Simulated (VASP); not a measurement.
# In (Im-3m) in VASP: a series of runs

The runs below take In through relaxation of cell and atoms, with PBE.

All numbers are computed with VASP 6.6.1; they aren't measurements. Logs are shortened: lines on timing, memory, paths and dates and some standing lists are left out, and cuts for length are marked.

### Step 1. The cell of the first run

The structure is cubic, space group Im-3m (No. 229). The conventional cell has a = 3.034 Å, b = 3.034 Å, c = 3.034 Å, α = 90.00°, β = 90.00°, γ = 90.00°. Within 3.5 Å of In (site symmetry m-3m) lie 14 In at 2.63 to 3.03 Å.

### Step 2. Relaxation of cell and atoms, PBE, target pressure 140 GPa, at which the enthalpy is minimised

INCAR

```
SYSTEM = In
PREC = Accurate ; ENCUT = 600
EDIFF = 1E-6 ; ISMEAR = -1
SIGMA = 0.08 ; LREAL = .FALSE.
LASPH = .TRUE. ; NELM = 80
ALGO = Normal ; ISIF = 3
LWAVE = .FALSE. ; LCHARG = .FALSE.
GGA = PE ; IBRION = 2
NSW = 32 ; EDIFFG = -0.005
PSTRESS = 1400.0
```

KPOINTS

```
Automatic mesh
0
G
  18 18 18
  0 0 0
```

POSCAR

```
In
1.0
   -1.5169579684      1.5169579684      1.5169579684
    1.5169579684     -1.5169579684      1.5169579684
    1.5169579684      1.5169579684     -1.5169579684
In
1
Direct
    0.0000000000      0.0000000000      0.0000000000
```

Potentials or basis: VASP PAW PBE potentials, release 64 (In_d).

Launch:

```console
cat potpaw_PBE.64/In_d/POTCAR > POTCAR
mpirun -np 1 vasp_std > vasp.out
```

OUTCAR:

```text
SYSTEM = In
   PREC = Accurate
   ENCUT = 600
   EDIFF = 1E-6
   ISMEAR = -1
   LREAL = .FALSE.
   LASPH = .TRUE.
   NELM = 80
   ISIF = 3
   GGA = PE
   IBRION = 2
   NSW = 32
   EDIFFG = -0.005
   PSTRESS = 1400.0

 ion  position               nearest neighbor table
   1  0.000  0.000  0.000-

  LATTYP: Found a body centered cubic cell.
 ALAT       =     3.0339159368

  Lattice vectors:

 A1 = (  -1.5169579684,   1.5169579684,   1.5169579684)
 A2 = (   1.5169579684,  -1.5169579684,   1.5169579684)
 A3 = (   1.5169579684,   1.5169579684,  -1.5169579684)

Analysis of symmetry for initial positions (statically):
=====================================================================
 Subroutine PRICEL returns:
 Original cell was already a primitive cell.

 Routine SETGRP: Setting up the symmetry group for a
 body centered cubic supercell.

 Subroutine GETGRP returns: Found 48 space group operations
 (whereof 48 operations were pure point group operations)
 out of a pool of 48 trial point group operations.

The static configuration has the point symmetry O_h .

Analysis of symmetry for dynamics (positions and initial velocities):
=====================================================================
 Subroutine PRICEL returns:
 Original cell was already a primitive cell.

 Routine SETGRP: Setting up the symmetry group for a
 body centered cubic supercell.

 Subroutine GETGRP returns: Found 48 space group operations
 (whereof 48 operations were pure point group operations)
 out of a pool of 48 trial point group operations.

The dynamic configuration has the point symmetry O_h .

 Subroutine INISYM returns: Found 48 space group operations
 (whereof 48 operations are pure point group operations),
 and found     1 'primitive' translations

----------------------------------------------------------------------------------------

                                     Primitive cell

  volume of cell :      13.9631

  direct lattice vectors                    reciprocal lattice vectors
    -1.516957968  1.516957968  1.516957968     0.000000000  0.329607023  0.329607023
     1.516957968 -1.516957968  1.516957968     0.329607023  0.000000000  0.329607023
     1.516957968  1.516957968 -1.516957968     0.329607023  0.329607023  0.000000000

  length of vectors
     2.627448274  2.627448274  2.627448274     0.466134722  0.466134722  0.466134722

  position of ions in fractional coordinates (direct lattice)
     0.000000000  0.000000000  0.000000000

  ion indices of the primitive-cell ions
   primitive index   ion index
                 1           1

----------------------------------------------------------------------------------------

 KPOINTS: Automatic mesh

Automatic generation of k-mesh.
 Grid dimensions read from file:
 generate k-points for:   18   18   18

 Generating k-lattice:

  Cartesian coordinates                     Fractional coordinates (reciprocal lattice)
     0.000000000  0.018311501  0.018311501     0.055555556  0.000000000  0.000000000
     0.018311501  0.000000000  0.018311501     0.000000000  0.055555556  0.000000000
     0.018311501  0.018311501  0.000000000     0.000000000  0.000000000  0.055555556

  Length of vectors
     0.025896373  0.025896373  0.025896373

  Shift w.r.t. Gamma in fractional coordinates (k-lattice)
     0.000000000  0.000000000  0.000000000

 Subroutine IBZKPT returns following result:
 ===========================================

 Found    195 irreducible k-points:

 Following reciprocal coordinates:
            Coordinates               Weight
  0.000000  0.000000  0.000000      1.000000
  0.055556  0.000000  0.000000     12.000000
  0.111111  0.000000  0.000000     12.000000
  0.166667  0.000000  0.000000     12.000000
  0.222222  0.000000  0.000000     12.000000
  0.277778  0.000000  0.000000     12.000000
[... 16 lines left out ...]
  0.333333  0.111111 -0.000000     48.000000
  0.388889  0.111111 -0.000000     48.000000
 [... further k-points ...]
   k-points           NKPTS =    195   k-points in BZ     NKDIM =    195   number of bands    NBANDS=     10
   number of dos      NEDOS =    301   number of ions     NIONS =      1
   total plane-waves  NPLWV =  13824
   dimension x,y,z NGX =    24 NGY =   24 NGZ =   24
   dimension x,y,z NGXF=    48 NGYF=   48 NGZF=   48
   ions per type =               1
   NGX,Y,Z   is equivalent  to a cutoff of  15.19, 15.19, 15.19 a.u.
   NGXF,Y,Z  is equivalent  to a cutoff of  30.37, 30.37, 30.37 a.u.
 SYSTEM =  In
   PREC   = accura    normal or accurate (medium, high low for compatibility)
   ISTART =      0    job   : 0-new  1-cont  2-samecut
   ICHARG =      2    charge: 1-file 2-atom 10-const
   ISPIN  =      1    spin polarized calculation?
   LNONCOLLINEAR =      F non collinear calculations
   LSORBIT =      F    spin-orbit coupling
   LASPH  =      T    aspherical Exc in radial PAW
   ENCUT  =  600.0 eV  44.10 Ry    6.64 a.u.   5.25  5.25  5.25*2*pi/ulx,y,z
   NELM   =     80;   NELMIN=  2; NELMDL= -5     # of ELM steps
   EDIFF  = 0.1E-05   stopping-criterion for ELM
   LREAL  =      F    real-space projection
   EDIFFG = -.5E-02   stopping-criterion for IOM
   NSW    =     32    number of steps for IOM
   IBRION =      2    ionic relax: 0-MD 1-quasi-New 2-CG
   NFREE  =      1    steps in history (QN), initial steepest desc. (CG)
   ISIF   =      3    stress and relaxation
   ISYM   =      2    0-nonsym 1-usesym 2-fastsym
   POTIM  = 0.5000    time-step for ionic-motion
   TEBEG  =    0.0;   TEEND  =   0.0 temperature during run
   PSTRESS= 1400.0 pullay stress
   NELECT =      13.0000    total number of electrons
   NUPDOWN=      -1.0000    fix difference up-down
   EMIN   =  10.00;   EMAX   =-10.00  energy-range for DOS
   EFERMI =   0.00;   METHOD = LEGACY
   ISMEAR =    -1;   SIGMA  =   0.08  broadening in eV -4-tet -1-fermi 0-gaus
   EFERMI_NEDOS =   21; number of points for ismear=-14 and -15
   IALGO  =     38    algorithm
   IMIX   =      4    mixing-type and parameters
     AMIX     =   0.40;   BMIX     =  1.00
     AMIX_MAG =   1.60;   BMIX_MAG =  1.00
  volume/ion in A,a.u.               =      13.96        94.23
  Fermi-wavevector in a.u.,A,eV,Ry     =   1.598560  3.020841 34.768268  2.555396
  Thomas-Fermi vector in A             =   2.695991
   LORBIT       =      0    0 simple, 1 ext, 2 COOP (PROOUT), +10 PAW based schemes
   GGA     = PE    functional components
   LHFCALC =     F    Hartree Fock is set to
   AEXX    =    0.0000 exact exchange contribution
   IVDW    =     0    specifies the selected vdW correction
   LEPSILON=     F    determine dielectric tensor
   LRPA    =     F    only Hartree local field effects (RPA)
 conjugate gradient relaxation of ions
 non-spin polarized calculation
  energy-cutoff  :      600.00
  volume of cell :       13.96
 maximum number of plane-waves:       478
 NGX is ok and might be reduce to    24
   NGX = 11   NGY = 11   NGZ = 11

--------------------------------------- Ionic step        1  -------------------------------------------

 number of electron      13.0000003 magnetization

 Free energy of the ion-electron system (eV)
  ---------------------------------------------------
  ext. energy  EPLUGINS =         0.00000000
  ---------------------------------------------------
  free energy    TOTEN  =         0.47947839 eV

  energy without entropy =        0.48519003  energy(sigma->0) =        0.48233421

------------------------ aborting loop because EDIFF is reached ----------------------------------------

  FORCE on cell =-STRESS in cart. coord.  units (eV):
  Direction    XX          YY          ZZ          XY          YZ          ZX
  --------------------------------------------------------------------------------------
  -------------------------------------------------------------------------------------
  Total       12.2253677     12.2253677     12.2253677     -0.0000000     -0.0000000      0.0000000
  in kB     1402.7874690   1402.7874690   1402.7874690     -0.0000000     -0.0000000      0.0000000
  external PRESSURE =       2.7874690 kB  Pullay stress =    1400.0000000 kB
[... 96 lines left out ...]
  enthalpy is  TOTEN    =        12.6805374328 eV   P V=       12.2098763015

--------------------------------------- Ionic step        4  -------------------------------------------

 number of electron      13.0000002 magnetization

 Free energy of the ion-electron system (eV)
  ---------------------------------------------------
  ext. energy  EPLUGINS =         0.00000000
  ---------------------------------------------------
  free energy    TOTEN  =         0.46876570 eV

  energy without entropy =        0.47447178  energy(sigma->0) =        0.47161874

 E-fermi :  17.9906     XC(G=0): -13.6266

 val. band max:       17.9492327251   @ k =  -0.3333   0.4444   0.0556
 cond. band min:      17.9953128048   @ k =   0.2778   0.2222   0.2222
 fundamental gap:      0.0460800797
 Fermi energy:        17.9906157911

 k-point     1 :       0.0000    0.0000    0.0000
  band No.  band energies     occupation
      1       0.9637      2.00000
      2       0.9637      2.00000
      3       0.9637      2.00000
      4       2.0893      2.00000
      5       2.1318      2.00000
      6       2.1318      2.00000
      7      31.5174      0.00000
      8      31.5174      0.00000
      9      31.5174      0.00000
     10      37.8759      0.00000
[... 287 lines left out ...]
 k-point    24 :       0.3889    0.1111   -0.0000
  band No.  band energies     occupation
      1       0.3559      2.00000
      2       0.4988      2.00000
      3       2.0382      2.00000
      4       2.0984      2.00000
      5       2.6890      2.00000
      6      10.3873      2.00000
      7      15.4640      2.00000
      8      24.1539      0.00000
      9      26.7920      0.00000
     10      32.9887      0.00000

 [... further k-points ...]

------------------------ aborting loop because EDIFF is reached ----------------------------------------

  FORCE on cell =-STRESS in cart. coord.  units (eV):
  Direction    XX          YY          ZZ          XY          YZ          ZX
  --------------------------------------------------------------------------------------
  -------------------------------------------------------------------------------------
  Total       12.2100193     12.2100193     12.2100193      0.0000000     -0.0000000      0.0000000
  in kB     1399.7992737   1399.7992737   1399.7992737      0.0000000     -0.0000000      0.0000000
  external PRESSURE =      -0.2007263 kB  Pullay stress =    1400.0000000 kB
[... 16 lines left out ...]
  FREE ENERGIE OF THE ION-ELECTRON SYSTEM (eV)
  ---------------------------------------------------
  free  energy   TOTEN  =         0.4687656968 eV

  energy  without entropy=        0.4744717795  energy(sigma->0) =        0.47161874

  enthalpy is  TOTEN    =        12.6805358882 eV   P V=       12.2117701914

 reached required accuracy - stopping structural energy minimisation
```

Wall time 21 s (1 thread of Intel Xeon 6975P-C (Granite Rapids), shared host); peak memory 0.16 GiB.

What came out:

- Free energy: 0.4688 eV
- Relaxed volume: 13.98 Å³/atom
- Relaxed cell: a = 2.628 Å, b = 2.628 Å, c = 2.628 Å, α = 109.47°, β = 109.47°, γ = 109.47°
- Space group after relaxing (to 0.05 Å): Im-3m (No. 229)
- Energy change on relaxing (the enthalpy is what falls): -10.7 meV/atom
- Ionic steps: 4
- Pressure after relaxing: 140.0 GPa

The path:
```
step  energy change (eV)  largest force (eV/Å)  pressure (GPa)  volume (Å³)
   1              0.0000                0.0000          140.28        13.96
   2             -0.0428                0.0000          138.55        14.01
   3             -0.0088                0.0000          140.09        13.97
   4             -0.0107                0.0000          139.98        13.98
```

Final structure:
```cif
data_structure
_symmetry_space_group_name_H-M 'P 1'
_symmetry_Int_Tables_number 1
_cell_length_a 2.6282
_cell_length_b 2.6282
_cell_length_c 2.6282
_cell_angle_alpha 109.471
_cell_angle_beta 109.471
_cell_angle_gamma 109.471
_cell_volume 13.98
loop_
_atom_site_label
_atom_site_type_symbol
_atom_site_fract_x
_atom_site_fract_y
_atom_site_fract_z
_atom_site_occupancy
In1 In 0.00000 0.00000 0.00000 1
```

Caveat: the cell is relaxed towards a set pressure, so the enthalpy falls and the energy may rise; spin-orbit coupling is left out, which moves the levels of the heavy elements.

### Step 3. Relaxation of cell and atoms, PBE, target pressure 140 GPa, at which the enthalpy is minimised

This run uses another cell than the first one, of 14.08 Å³/atom, 1.009 times its volume.

INCAR

```
SYSTEM = In
ALGO = Normal ; EDIFF = 1E-6
EDIFFG = -0.005 ; ENCUT = 600
GGA = PE ; IBRION = 2
ISIF = 3 ; ISMEAR = -1
LASPH = .TRUE. ; LCHARG = .FALSE.
LREAL = .FALSE. ; LWAVE = .FALSE.
NELM = 100 ; NSW = 60
PREC = Accurate ; PSTRESS = 1400.0
SIGMA = 0.08
```

KPOINTS

```
k-points
0
G
  18 18 18
  0 0 0
```

POSCAR

```
In
1.0
   -1.5212905220      1.5212905220      1.5212905220
    1.5212905220     -1.5212905220      1.5212905220
    1.5212905220      1.5212905220     -1.5212905220
In
1
Direct
    0.0000000000      0.0000000000      0.0000000000
```

Potentials or basis: VASP PAW PBE potentials, release 64 (In_d).

Launch:

```console
cat potpaw_PBE.64/In_d/POTCAR > POTCAR
mpirun -np 1 vasp_std > vasp.out
```

It took 30 s on 1 thread of Intel Xeon 6975P-C (Granite Rapids), shared host; peak memory 0.17 GiB.

It converged, with:

```
Free energy                                            : 0.4678 eV
Relaxed volume                                         : 13.98 Å³/atom
Relaxed cell                                           : a = 2.628 Å, b = 2.628 Å, c = 2.628 Å, α = 109.47°, β = 109.47°, γ = 109.47°
Space group after relaxing (to 0.05 Å)                 : Im-3m (No. 229)
Energy change on relaxing (the enthalpy is what falls) : +91.8 meV/atom
Ionic steps                                            : 6
Pressure after relaxing                                : 140.0 GPa
```

The path:
```csv
step,energy change (eV),largest force (eV/Å),pressure (GPa),volume (Å³)
1,0.0000,0.0000,135.56,14.08
2,0.7423,0.0000,170.17,13.30
3,0.0928,0.0000,140.17,13.98
4,0.0893,0.0000,139.85,13.98
5,0.0900,0.0000,139.85,13.98
6,0.0918,0.0000,140.00,13.98
```

Final structure:
```
CELL_PARAMETERS angstrom
-1.51744 1.51744 1.51744
1.51744 -1.51744 1.51744
1.51744 1.51744 -1.51744
ATOMIC_POSITIONS crystal
In 0.00000 0.00000 0.00000
```

Levels at points of the mesh, in eV from the Fermi level:
| k point | band 4 | band 5 | band 6 | band 7 | band 8 | band 9 |
| --- | --- | --- | --- | --- | --- | --- |
| (0.00, 0.00, 0.00) | -15.90 | -15.86 | -15.86 | 13.53 | 13.53 | 13.53 |
| (0.50, 0.00, 0.00) | -15.80 | -15.06 | -7.13 | -3.95 | 8.28 | 8.98 |
| (0.50, 0.50, 0.50) | -15.26 | -15.26 | 0.59 | 0.59 | 0.59 | 6.77 |

Caveat: the cell is relaxed towards a set pressure, so the enthalpy falls and the energy may rise; spin-orbit coupling is left out, which moves the levels of the heavy elements.

### Step 4. Relaxation of cell and atoms, PBE

This run uses another cell than the first one, of 27.52 Å³/atom, 1.971 times its volume.

INCAR

```
SYSTEM = In
  PREC = Accurate
  ENCUT = 600
  EDIFF = 1E-6
  ISMEAR = -1
  SIGMA = 0.08
  LREAL = .False.
  LASPH = .True.
  NELM = 60
  ALGO = Normal
  ISIF = 3
  LWAVE = .False.
  LCHARG = .False.
  GGA = PE
  IBRION = 2
  NSW = 60
  EDIFFG = -0.005
```

KPOINTS

```
Automatic mesh
0
Gamma
  18 18 18
  0 0 0
```

POSCAR

```
In
1.0
   -1.9018218905      1.9018218905      1.9018218905
    1.9018218905     -1.9018218905      1.9018218905
    1.9018218905      1.9018218905     -1.9018218905
In
1
Direct
    0.0000000000      0.0000000000      0.0000000000
```

Launch:

```console
cat potpaw_PBE.64/In_d/POTCAR > POTCAR
mpirun -np 1 vasp_std > vasp.out
```

It took 44 s on 1 thread of Intel Xeon 6975P-C (Granite Rapids), shared host; peak memory 0.21 GiB.

The run converged. Its results:

* Free energy: -2.5553 eV
* Relaxed volume: 27.79 Å³/atom
* Relaxed cell: a = 3.305 Å, b = 3.305 Å, c = 3.305 Å, α = 109.47°, β = 109.47°, γ = 109.47°
* Space group after relaxing (to 0.05 Å): Im-3m (No. 229)
* Energy gained by relaxing: 0.3 meV/atom
* Ionic steps: 3
* Pressure after relaxing: 0.0 GPa

The path:
| step | energy change (eV) | largest force (eV/Å) | pressure (GPa) | volume (Å³) |
| --- | --- | --- | --- | --- |
| 1 | 0.0000 | 0.0000 | 0.34 | 27.51 |
| 2 | -0.0003 | 0.0000 | 0.05 | 27.75 |
| 3 | -0.0003 | 0.0000 | 0.01 | 27.79 |

Final structure:
```
In
1.0
    -1.90813    1.90813    1.90813
     1.90813   -1.90813    1.90813
     1.90813    1.90813   -1.90813
In
1
Direct
  0.00000 0.00000 0.00000
```

Levels at points of the mesh, in eV from the Fermi level:
```tsv
k point	band 3	band 4	band 5	band 6	band 7	band 8	band 9	band 10
(0.00, 0.00, 0.00)	-14.62	-14.38	-14.38	-9.13	10.47	10.47	10.47	12.82
(0.50, 0.00, 0.00)	-14.40	-14.39	-14.23	-3.92	-2.94	5.65	7.11	9.72
(0.50, 0.50, 0.50)	-14.27	-14.27	-14.27	0.61	1.27	1.27	1.27	5.18
```

Caveat: spin-orbit coupling is left out, which moves the levels of the heavy elements.

### Step 5. Overview

```tsv
cell	gap on the mesh (eV)	pressure (GPa)
relaxed to 140 GPa from a = 2.627 Å, angles 109.5°, 1 atom	none	140.0
relaxed to 140 GPa from a = 2.635 Å, angles 109.5°, 1 atom	none	140.0
relaxed from a = 3.294 Å, angles 109.5°, 1 atom	none	0.0
```

Alike in all rows: task relaxation of cell and atoms; level PBE; potentials or basis VASP PAW PBE potentials, release 64 (In_d); no spin polarisation; k mesh 18 × 18 × 18; cutoff (eV) 600; smearing fermi-dirac 0.08 eV.

Caveats: spin-orbit coupling is left out, which moves the levels of the heavy elements; the cell is relaxed towards a set pressure, so the enthalpy falls and the energy may rise (some runs).

Total energies depend on the potentials used, so only differences within one code and one set of settings carry meaning.
